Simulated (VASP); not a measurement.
# BiP6 (Fm-3m) in VASP: a series of runs

Runs on BiP6. Level: PBE. Tasks: single point.

Everything below comes from runs of VASP 6.6.1. Logs are shortened: lines on timing, memory, paths and dates and some standing lists are left out, and cuts for length are marked.

## 1. The cell of the first run

Symmetry: Fm-3m, No. 225, cubic system. The conventional cell has a = 9.258 Å, b = 9.258 Å, c = 9.258 Å, α = 90.00°, β = 90.00°, γ = 90.00°. Within 3.8 Å of Bi (site symmetry m-3m) lie 6 P at 2.91 Å. P (site symmetry 4mm) has 4 P at 2.42 Å and 1 Bi at 2.91 Å within 3.2 Å.

## 2. Single point, PBE

The input, INCAR:

```
SYSTEM = BiP6
ALGO = Normal ; EDIFF = 1E-6
ENCUT = 520 ; GGA = PE
ISIF = 2 ; ISMEAR = 0
LASPH = .True. ; LCHARG = .False.
LREAL = .False. ; LWAVE = .False.
NBANDS = 32 ; NELM = 60
PREC = Accurate ; SIGMA = 0.1
```

The input, KPOINTS:

```
k-points
0
Gamma
  4 4 4
  0 0 0
```

The input, POSCAR:

```
BiP6
1.0
    0.0000000000      4.6289584681      4.6289584681
    4.6289584681      0.0000000000      4.6289584681
    4.6289584681      4.6289584681      0.0000000000
Bi P
1 6
Direct
    0.0000000000      0.0000000000      0.0000000000
    0.6851407489      0.3148592511      0.3148592511
    0.3148592511      0.6851407489      0.6851407489
    0.3148592511      0.6851407489      0.3148592511
    0.6851407489      0.3148592511      0.6851407489
    0.3148592511      0.3148592511      0.6851407489
    0.6851407489      0.6851407489      0.3148592511
```

Potentials or basis: VASP PAW PBE potentials, release 64 (Bi_d, P).

The run is started by

```sh
$ cat potpaw_PBE.64/Bi_d/POTCAR potpaw_PBE.64/P/POTCAR > POTCAR
$ mpirun -np 1 vasp_std > vasp.out
```

OUTCAR:

```text
SYSTEM = BiP6
   EDIFF = 1E-6
   ENCUT = 520
   GGA = PE
   ISIF = 2
   ISMEAR = 0
   LASPH = .True.
   LREAL = .False.
   NELM = 60
   PREC = Accurate

 ion  position               nearest neighbor table
   1  0.000  0.000  0.000-   2 2.91   3 2.91   4 2.91   5 2.91   6 2.91   7 2.91
   2  0.685  0.315  0.315-   4 2.42   5 2.42   6 2.42   7 2.42   1 2.91
   3  0.315  0.685  0.685-   4 2.42   5 2.42   6 2.42   7 2.42   1 2.91
   4  0.315  0.685  0.315-   2 2.42   3 2.42   6 2.42   7 2.42   1 2.91
   5  0.685  0.315  0.685-   2 2.42   3 2.42   6 2.42   7 2.42   1 2.91
   6  0.315  0.315  0.685-   2 2.42   3 2.42   4 2.42   5 2.42   1 2.91
   7  0.685  0.685  0.315-   2 2.42   3 2.42   4 2.42   5 2.42   1 2.91

  LATTYP: Found a face centered cubic cell.
 ALAT       =     9.2579169362

  Lattice vectors:

 A1 = (   0.0000000000,   4.6289584681,   4.6289584681)
 A2 = (   4.6289584681,   0.0000000000,   4.6289584681)
 A3 = (   4.6289584681,   4.6289584681,   0.0000000000)

Analysis of symmetry for initial positions (statically):
=====================================================================
 Subroutine PRICEL returns:
 Original cell was already a primitive cell.

 Routine SETGRP: Setting up the symmetry group for a
 face centered cubic supercell.

 Subroutine GETGRP returns: Found 48 space group operations
 (whereof 48 operations were pure point group operations)
 out of a pool of 48 trial point group operations.

The static configuration has the point symmetry O_h .

Analysis of symmetry for dynamics (positions and initial velocities):
=====================================================================
 Subroutine PRICEL returns:
 Original cell was already a primitive cell.

 Routine SETGRP: Setting up the symmetry group for a
 face centered cubic supercell.

 Subroutine GETGRP returns: Found 48 space group operations
 (whereof 48 operations were pure point group operations)
 out of a pool of 48 trial point group operations.

The dynamic configuration has the point symmetry O_h .

 Subroutine INISYM returns: Found 48 space group operations
 (whereof 48 operations are pure point group operations),
 and found     1 'primitive' translations

----------------------------------------------------------------------------------------

                                     Primitive cell

  volume of cell :     198.3718

  direct lattice vectors                    reciprocal lattice vectors
     0.000000000  4.628958468  4.628958468    -0.108015659  0.108015659  0.108015659
     4.628958468  0.000000000  4.628958468     0.108015659 -0.108015659  0.108015659
     4.628958468  4.628958468  0.000000000     0.108015659  0.108015659 -0.108015659

  length of vectors
     6.546335845  6.546335845  6.546335845     0.187088610  0.187088610  0.187088610

  position of ions in fractional coordinates (direct lattice)
     0.000000000  0.000000000  0.000000000
     0.685140749  0.314859251  0.314859251
     0.314859251  0.685140749  0.685140749
     0.314859251  0.685140749  0.314859251
     0.685140749  0.314859251  0.685140749
     0.314859251  0.314859251  0.685140749
     0.685140749  0.685140749  0.314859251

  ion indices of the primitive-cell ions
   primitive index   ion index
                 1           1
                 2           2
                 3           3
                 4           4
                 5           5
                 6           6
                 7           7

----------------------------------------------------------------------------------------

 KPOINTS: k-points

Automatic generation of k-mesh.
 Grid dimensions read from file:
 generate k-points for:    4    4    4

 Generating k-lattice:

  Cartesian coordinates                     Fractional coordinates (reciprocal lattice)
    -0.027003915  0.027003915  0.027003915     0.250000000  0.000000000  0.000000000
     0.027003915 -0.027003915  0.027003915     0.000000000  0.250000000  0.000000000
     0.027003915  0.027003915 -0.027003915     0.000000000  0.000000000  0.250000000

  Length of vectors
     0.046772152  0.046772152  0.046772152

  Shift w.r.t. Gamma in fractional coordinates (k-lattice)
     0.000000000  0.000000000  0.000000000

 Subroutine IBZKPT returns following result:
 ===========================================

 Found      8 irreducible k-points:

 Following reciprocal coordinates:
            Coordinates               Weight
  0.000000  0.000000  0.000000      1.000000
  0.250000  0.000000  0.000000      8.000000
  0.500000  0.000000  0.000000      4.000000
  0.250000  0.250000  0.000000      6.000000
  0.500000  0.250000  0.000000     24.000000
 -0.250000  0.250000  0.000000     12.000000
  0.500000  0.500000  0.000000      3.000000
 -0.250000  0.500000  0.250000      6.000000
   k-points           NKPTS =      8   k-points in BZ     NKDIM =      8   number of bands    NBANDS=     32
   number of dos      NEDOS =    301   number of ions     NIONS =      7
   total plane-waves  NPLWV = 125000
   dimension x,y,z NGX =    50 NGY =   50 NGZ =   50
   dimension x,y,z NGXF=   100 NGYF=  100 NGZF=  100
   ions per type =               1   6
   NGX,Y,Z   is equivalent  to a cutoff of  12.70, 12.70, 12.70 a.u.
   NGXF,Y,Z  is equivalent  to a cutoff of  25.40, 25.40, 25.40 a.u.
 SYSTEM =  BiP6
   PREC   = accura    normal or accurate (medium, high low for compatibility)
   ISTART =      0    job   : 0-new  1-cont  2-samecut
   ICHARG =      2    charge: 1-file 2-atom 10-const
   ISPIN  =      1    spin polarized calculation?
   LNONCOLLINEAR =      F non collinear calculations
   LSORBIT =      F    spin-orbit coupling
   LASPH  =      T    aspherical Exc in radial PAW
   ENCUT  =  520.0 eV  38.22 Ry    6.18 a.u.  12.17 12.17 12.17*2*pi/ulx,y,z
   NELM   =     60;   NELMIN=  2; NELMDL= -5     # of ELM steps
   EDIFF  = 0.1E-05   stopping-criterion for ELM
   LREAL  =      F    real-space projection
   EDIFFG = 0.1E-04   stopping-criterion for IOM
   NSW    =      0    number of steps for IOM
   IBRION =     -1    ionic relax: 0-MD 1-quasi-New 2-CG
   NFREE  =      0    steps in history (QN), initial steepest desc. (CG)
   ISIF   =      2    stress and relaxation
   ISYM   =      2    0-nonsym 1-usesym 2-fastsym
   POTIM  = 0.5000    time-step for ionic-motion
   TEBEG  =    0.0;   TEEND  =   0.0 temperature during run
   PSTRESS=    0.0 pullay stress
   NELECT =      45.0000    total number of electrons
   NUPDOWN=      -1.0000    fix difference up-down
   EMIN   =  10.00;   EMAX   =-10.00  energy-range for DOS
   EFERMI =   0.00;   METHOD = LEGACY
   ISMEAR =     0;   SIGMA  =   0.10  broadening in eV -4-tet -1-fermi 0-gaus
   EFERMI_NEDOS =   21; number of points for ismear=-14 and -15
   IALGO  =     38    algorithm
   IMIX   =      4    mixing-type and parameters
     AMIX     =   0.40;   BMIX     =  1.00
     AMIX_MAG =   1.60;   BMIX_MAG =  1.00
  volume/ion in A,a.u.               =      28.34       191.24
  Fermi-wavevector in a.u.,A,eV,Ry     =   0.998433  1.886765 13.563227  0.996869
  Thomas-Fermi vector in A             =   2.130656
   LORBIT       =      0    0 simple, 1 ext, 2 COOP (PROOUT), +10 PAW based schemes
   GGA     = PE    functional components
   LHFCALC =     F    Hartree Fock is set to
   AEXX    =    0.0000 exact exchange contribution
   IVDW    =     0    specifies the selected vdW correction
   LEPSILON=     F    determine dielectric tensor
   LRPA    =     F    only Hartree local field effects (RPA)
 non-spin polarized calculation
 Gauss-broadening in eV      SIGMA  =   0.10
  energy-cutoff  :      520.00
  volume of cell :      198.37
 maximum number of plane-waves:      5360
 NGX is ok and might be reduce to    50
   NGX = 25   NGY = 25   NGZ = 25

 number of electron      45.0000006 magnetization

 Free energy of the ion-electron system (eV)
  ---------------------------------------------------
  ext. energy  EPLUGINS =         0.00000000
  ---------------------------------------------------
  free energy    TOTEN  =       -30.60948669 eV

  energy without entropy =      -30.59762485  energy(sigma->0) =      -30.60355577

 E-fermi :   3.7472     XC(G=0):  -8.1976

 val. band max:        3.7444196231   @ k =  -0.2500   0.2500   0.0000
 cond. band min:       3.9721748862   @ k =   0.0000   0.0000   0.0000
 fundamental gap:      0.2277552631
 Fermi energy:         3.7472278149

 k-point     1 :       0.0000    0.0000    0.0000
  band No.  band energies     occupation
      1     -19.5706      2.00000
      2     -19.5706      2.00000
      3     -19.5382      2.00000
      4     -19.5382      2.00000
      5     -19.5382      2.00000
      6     -11.6985      2.00000
[... 24 lines left out ...]
     31       6.9505      0.00000
     32       7.5394      0.00000

 k-point     2 :       0.2500    0.0000    0.0000
  band No.  band energies     occupation
      1     -19.5707      2.00000
      2     -19.5707      2.00000
      3     -19.5382      2.00000
      4     -19.5381      2.00000
      5     -19.5381      2.00000
      6     -11.6483      2.00000
[... 24 lines left out ...]
     31       7.2197      0.00000
     32       7.4383      0.00000
[... 173 lines left out ...]
     31       7.1074      0.00000
     32       7.1627      0.00000

 k-point     8 :      -0.2500    0.5000    0.2500
  band No.  band energies     occupation
      1     -19.5709      2.00000
      2     -19.5707      2.00000
      3     -19.5381      2.00000
      4     -19.5381      2.00000
      5     -19.5381      2.00000
      6     -11.5705      2.00000
[... 24 lines left out ...]
     31       7.5425      0.00000
     32       7.5425      0.00000

------------------------ aborting loop because EDIFF is reached ----------------------------------------

  FORCE on cell =-STRESS in cart. coord.  units (eV):
  Direction    XX          YY          ZZ          XY          YZ          ZX
  --------------------------------------------------------------------------------------
  -------------------------------------------------------------------------------------
  Total       -0.2089182     -0.2089182     -0.2089182     -0.0000000     -0.0000000      0.0000000
  in kB       -1.6873571     -1.6873571     -1.6873571     -0.0000000     -0.0000000      0.0000000
  external PRESSURE =      -1.6873571 kB  Pullay stress =       0.0000000 kB

 VOLUME and BASIS-vectors are now :
 -----------------------------------------------------------------------------
  energy-cutoff  :      520.00
  volume of cell :      198.37
      direct lattice vectors                 reciprocal lattice vectors
     0.000000000  4.628958468  4.628958468    -0.108015659  0.108015659  0.108015659
     4.628958468  0.000000000  4.628958468     0.108015659 -0.108015659  0.108015659
     4.628958468  4.628958468  0.000000000     0.108015659  0.108015659 -0.108015659

 POSITION                                       TOTAL-FORCE (eV/Angst)
 -----------------------------------------------------------------------------------
      0.00000      0.00000      0.00000        -0.000000      0.000000      0.000000
      2.91494      4.62896      4.62896         0.081644      0.000000      0.000000
      6.34298      4.62896      4.62896        -0.081644      0.000000      0.000000
      4.62896      2.91494      4.62896        -0.000000      0.081644      0.000000
      4.62896      6.34298      4.62896        -0.000000     -0.081644      0.000000
      4.62896      4.62896      2.91494        -0.000000      0.000000      0.081644
      4.62896      4.62896      6.34298        -0.000000      0.000000     -0.081644
 -----------------------------------------------------------------------------------
    total drift:                               -0.000000      0.000000      0.000000

  FREE ENERGIE OF THE ION-ELECTRON SYSTEM (eV)
  ---------------------------------------------------
  free  energy   TOTEN  =       -30.6094866868 eV

  energy  without entropy=      -30.5976248549  energy(sigma->0) =      -30.60355577
```

Wall time 67 s (1 thread of Oxide Virtual Turin-like, shared host); peak memory 0.31 GiB.

What came out:

- Free energy: -30.6095 eV
- Pressure: -0.2 GPa
- Largest force: 0.082 eV/Å

Forces on the atoms (eV/Å):
```
Bi   0.000  0.000  0.000
P    0.082  0.000  0.000
P   -0.082  0.000  0.000
P    0.000  0.082  0.000
P    0.000 -0.082  0.000
P    0.000  0.000  0.082
P    0.000  0.000 -0.082
```

Levels at points of the mesh, in eV from the Fermi level:
```csv
k point,band 21,band 22,band 23,band 24,band 25,band 26
"(0.00, 0.00, 0.00)",0.22,0.22,2.18,2.18,2.18,2.48
"(0.50, 0.00, 0.00)",-1.07,-0.73,-0.73,0.39,0.41,0.69
"(0.50, 0.50, 0.00)",-0.56,-0.48,-0.43,1.51,1.51,1.91
```

Caveat: spin-orbit coupling is left out, which moves the levels of the heavy elements.

## 3. Single point, PBE

The input, INCAR:

```
SYSTEM = BiP6
PREC = Accurate
ENCUT = 520
EDIFF = 1E-6
ISMEAR = 0
SIGMA = 0.1
LREAL = .False.
LASPH = .True.
NELM = 100
ALGO = Normal
ISIF = 2
LWAVE = .False.
LCHARG = .False.
GGA = PE
NBANDS = 32
```

The input, KPOINTS:

```
Automatic mesh
0
Gamma
  8 8 8
  0 0 0
```

The input, POSCAR:

```
BiP6
1.0
    0.0000000000      4.6318126627      4.6318126627
    4.6318126627      0.0000000000      4.6318126627
    4.6318126627      4.6318126627      0.0000000000
Bi P
1 6
Direct
    0.0000000000      0.0000000000      0.0000000000
    0.6855294336      0.3144705664      0.3144705664
    0.3144705664      0.6855294336      0.6855294336
    0.3144705664      0.6855294336      0.3144705664
    0.6855294336      0.3144705664      0.6855294336
    0.3144705664      0.3144705664      0.6855294336
    0.6855294336      0.6855294336      0.3144705664
```

Potentials or basis: VASP PAW PBE potentials, release 64 (Bi_d, P).

The run is started by

```sh
$ cat potpaw_PBE.64/Bi_d/POTCAR potpaw_PBE.64/P/POTCAR > POTCAR
$ mpirun -np 1 vasp_std > vasp.out
```

OUTCAR:

```text
SYSTEM = BiP6
   PREC = Accurate
   ENCUT = 520
   EDIFF = 1E-6
   ISMEAR = 0
   LREAL = .False.
   LASPH = .True.
   NELM = 100
   ISIF = 2
   GGA = PE

 ion  position               nearest neighbor table
   1  0.000  0.000  0.000-   2 2.91   3 2.91   4 2.91   5 2.91   6 2.91   7 2.91
   2  0.686  0.314  0.314-   4 2.43   5 2.43   6 2.43   7 2.43   1 2.91
   3  0.314  0.686  0.686-   4 2.43   5 2.43   6 2.43   7 2.43   1 2.91
   4  0.314  0.686  0.314-   2 2.43   3 2.43   6 2.43   7 2.43   1 2.91
   5  0.686  0.314  0.686-   2 2.43   3 2.43   6 2.43   7 2.43   1 2.91
   6  0.314  0.314  0.686-   2 2.43   3 2.43   4 2.43   5 2.43   1 2.91
   7  0.686  0.686  0.314-   2 2.43   3 2.43   4 2.43   5 2.43   1 2.91

  LATTYP: Found a face centered cubic cell.
 ALAT       =     9.2636253254

  Lattice vectors:

 A1 = (   0.0000000000,   4.6318126627,   4.6318126627)
 A2 = (   4.6318126627,   0.0000000000,   4.6318126627)
 A3 = (   4.6318126627,   4.6318126627,   0.0000000000)

Analysis of symmetry for initial positions (statically):
=====================================================================
[... 182 lines left out ...]

 E-fermi :   3.7453     XC(G=0):  -8.1991

 val. band max:        3.7443511222   @ k =  -0.2500   0.2500   0.0000
 cond. band min:       3.7902735553   @ k =   0.3750   0.2500   0.1250
 fundamental gap:      0.0459224331
 Fermi energy:         3.7452501135

 k-point     1 :       0.0000    0.0000    0.0000
  band No.  band energies     occupation
      1     -19.5063      2.00000
      2     -19.5063      2.00000
      3     -19.4735      2.00000
      4     -19.4735      2.00000
      5     -19.4735      2.00000
      6     -11.6610      2.00000
[... 829 lines left out ...]
     31       6.8254      0.00000
     32       8.7588      0.00000

 [... further k-points ...]
[... 5 lines left out ...]
  --------------------------------------------------------------------------------------
  -------------------------------------------------------------------------------------
  Total       -0.1883630     -0.1883630     -0.1883630      0.0000000     -0.0000000      0.0000000
  in kB       -1.5185296     -1.5185296     -1.5185296      0.0000000     -0.0000000      0.0000000
  external PRESSURE =      -1.5185296 kB  Pullay stress =       0.0000000 kB

 VOLUME and BASIS-vectors are now :
 -----------------------------------------------------------------------------
  energy-cutoff  :      520.00
  volume of cell :      198.74
      direct lattice vectors                 reciprocal lattice vectors
     0.000000000  4.631812663  4.631812663    -0.107949098  0.107949098  0.107949098
     4.631812663  0.000000000  4.631812663     0.107949098 -0.107949098  0.107949098
     4.631812663  4.631812663  0.000000000     0.107949098  0.107949098 -0.107949098

 POSITION                                       TOTAL-FORCE (eV/Angst)
 -----------------------------------------------------------------------------------
      0.00000      0.00000      0.00000         0.000000     -0.000000     -0.000000
      2.91314      4.63181      4.63181         0.063974     -0.000000     -0.000000
      6.35049      4.63181      4.63181        -0.063974     -0.000000     -0.000000
      4.63181      2.91314      4.63181         0.000000      0.063974     -0.000000
      4.63181      6.35049      4.63181         0.000000     -0.063974     -0.000000
      4.63181      4.63181      2.91314         0.000000     -0.000000      0.063974
      4.63181      4.63181      6.35049         0.000000     -0.000000     -0.063974
 -----------------------------------------------------------------------------------
    total drift:                               -0.000000     -0.000000     -0.000000

  FREE ENERGIE OF THE ION-ELECTRON SYSTEM (eV)
  ---------------------------------------------------
  free  energy   TOTEN  =       -30.6195884835 eV

  energy  without entropy=      -30.5952598381  energy(sigma->0) =      -30.60742416
```

OSZICAR:

```text
N       E                     dE             d eps       ncg     rms          rms(c)
DAV:   1     0.304426520219E+03    0.30443E+03   -0.18632E+04  1856   0.122E+03
DAV:   2    -0.744652207547E+00   -0.30517E+03   -0.29185E+03  2128   0.285E+02
DAV:   3    -0.299531450658E+02   -0.29208E+02   -0.28116E+02  2440   0.958E+01
DAV:   4    -0.310483369454E+02   -0.10952E+01   -0.10846E+01  2384   0.210E+01
DAV:   5    -0.310926433360E+02   -0.44306E-01   -0.44278E-01  2928   0.386E+00    0.106E+01
DAV:   6    -0.306230436688E+02    0.46960E+00   -0.19627E+00  2232   0.575E+00    0.612E+00
DAV:   7    -0.306206611795E+02    0.23825E-02   -0.16927E-01  2200   0.177E+00    0.283E+00
DAV:   8    -0.306179036114E+02    0.27576E-02   -0.17686E-02  2384   0.802E-01    0.182E-01
DAV:   9    -0.306186335639E+02   -0.72995E-03   -0.30203E-03  2432   0.329E-01    0.107E-01
DAV:  10    -0.306194923032E+02   -0.85874E-03   -0.78530E-04  2064   0.131E-01    0.605E-02
DAV:  11    -0.306195651734E+02   -0.72870E-04   -0.12286E-04  2496   0.645E-02    0.219E-02
DAV:  12    -0.306195841298E+02   -0.18956E-04   -0.19107E-05  2216   0.224E-02    0.750E-03
DAV:  13    -0.306195874987E+02   -0.33689E-05   -0.37415E-06  2104   0.116E-02    0.254E-03
DAV:  14    -0.306195884835E+02   -0.98481E-06   -0.61869E-07  1600   0.418E-03
   1 F= -.30619588E+02 E0= -.30607424E+02  d E =-.243286E-01
```

Run time: 6.8 min. Hardware: 1 thread of Oxide Virtual Turin-like, shared host; peak memory 0.39 GiB.

What came out:

```
Free energy   : -30.6196 eV
Pressure      : -0.2 GPa
Largest force : 0.064 eV/Å
```

Forces in eV/Å, atoms in the order of the input:
```
Bi   0.000  0.000  0.000
P    0.064  0.000  0.000
P   -0.064  0.000  0.000
P    0.000  0.064  0.000
P    0.000 -0.064  0.000
P    0.000  0.000  0.064
P    0.000  0.000 -0.064
```

Levels at points of the mesh, in eV from the Fermi level:
```tsv
k point	band 19	band 20	band 21	band 22	band 23	band 24	band 25	band 26	band 27	band 28
(0.00, 0.00, 0.00)	-4.29	0.19	0.19	0.19	2.15	2.15	2.15	2.49	2.49	2.49
(0.50, 0.00, 0.00)	-2.17	-1.07	-1.07	-0.76	-0.76	0.37	0.37	0.72	2.11	2.11
(0.50, 0.50, 0.00)	-4.14	-0.59	-0.59	-0.51	-0.47	1.47	1.47	1.87	1.87	2.70
```

Caveat: spin-orbit coupling is left out, which moves the levels of the heavy elements.
